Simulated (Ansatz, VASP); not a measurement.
**Two plane-wave programs on TaN**

Contents of INCAR:

```
ALGO = Fast ; EDIFF = 1E-6
ENCUT = 520 ; ISIF = 2
ISMEAR = 0 ; LASPH = True
LCHARG = True ; LELF = True
LREAL = False ; LVHAR = True
LWAVE = False ; NBANDS = 42
NELM = 100 ; PREC = Accurate
SIGMA = 0.15
```

KPOINTS

```
k-points
0
Gamma
  14 14 4
```

File POSCAR:

```
TaN
1.0
   -3.1035877079      0.0000000000      0.0000000000
   -1.5517938539     -2.6877857979      0.0000000000
   -0.3879484635     -0.6719464495     12.0200957435
Ta N
4 4
Direct
    0.3333333333      0.1036770450      0.9186251535
    0.3333333333      0.2286770450      0.4186251535
    0.6666666667      0.6245103783      0.1686251535
    0.6666666667      0.4995103783      0.6686251535
    0.3333333333      0.3129896217      0.0813748465
    0.3333333333      0.1879896217      0.5813748465
    0.6666666667      0.5838229550      0.3313748465
    0.6666666667      0.4588229550      0.8313748465
```

Input for Ansatz:

```yaml
crystal:
  lattice:
    - [-3.1035877079, 0.0, 0.0]
    - [-1.5517938539, -2.6877857979, 0.0]
    - [-0.3879484635, -0.6719464495, 12.0200957435]
  atoms:
    - { symbol: Ta, position: [0.3333333333, 0.103677045, 0.9186251535] }
    - { symbol: Ta, position: [0.3333333333, 0.228677045, 0.4186251535] }
    - { symbol: Ta, position: [0.6666666667, 0.6245103783, 0.1686251535] }
    - { symbol: Ta, position: [0.6666666667, 0.4995103783, 0.6686251535] }
    - { symbol: "N", position: [0.3333333333, 0.3129896217, 0.0813748465] }
    - { symbol: "N", position: [0.3333333333, 0.1879896217, 0.5813748465] }
    - { symbol: "N", position: [0.6666666667, 0.583822955, 0.3313748465] }
    - { symbol: "N", position: [0.6666666667, 0.458822955, 0.8313748465] }
basis:
  ecutwfc: 520.0
kpoints:
  mp_grid: { grid: [14, 14, 4] }
hamiltonian:
  xc: lda
scf:
  occupations: { method: gaussian, width: 0.15 }
output:
  forces: true
  stress: true
  eigenvalues: true
```

Alike in both runs: task single point; functional LDA; k mesh 14 × 14 × 4; occupations gaussian, width 0.15 eV; no spin polarisation.

```csv
,VASP,Ansatz
version,VASP 6.6.1,Ansatz 0.2.0
potentials or method,"VASP PAW LDA potentials, release 64 (Ta_pv, N), cutoff 520 eV","scalar-relativistic, plane waves, PAW"
valence electrons in the cell,64,72
```

Ansatz gave:

```
gap on the k mesh at the Fermi level (eV)                     : none
pressure (GPa)                                                : -2.4
traceless stress, the component that is largest in VASP (GPa) : 1.90
rms of the force components (eV/Å)                            : 0.508
```

Problem. Which values does VASP return?

Solution. gap on the k mesh at the Fermi level (eV): none; pressure (GPa): -1.0; traceless stress, the component that is largest in VASP (GPa): 1.83; rms of the force components (eV/Å): 0.513.

LDA's correlation is that of Perdew and Zunger in VASP and of Perdew and Wang (1992) in Ansatz. Atom by atom the forces differ by 0.016 eV/Å (rms over components). A gap of «none» marks a metal or a gap that the smearing closes. VASP's potentials hold 64 valence electrons a cell and Ansatz's 72, so a difference there can come from the potentials and not from the codes.

Spin-orbit coupling is off throughout.
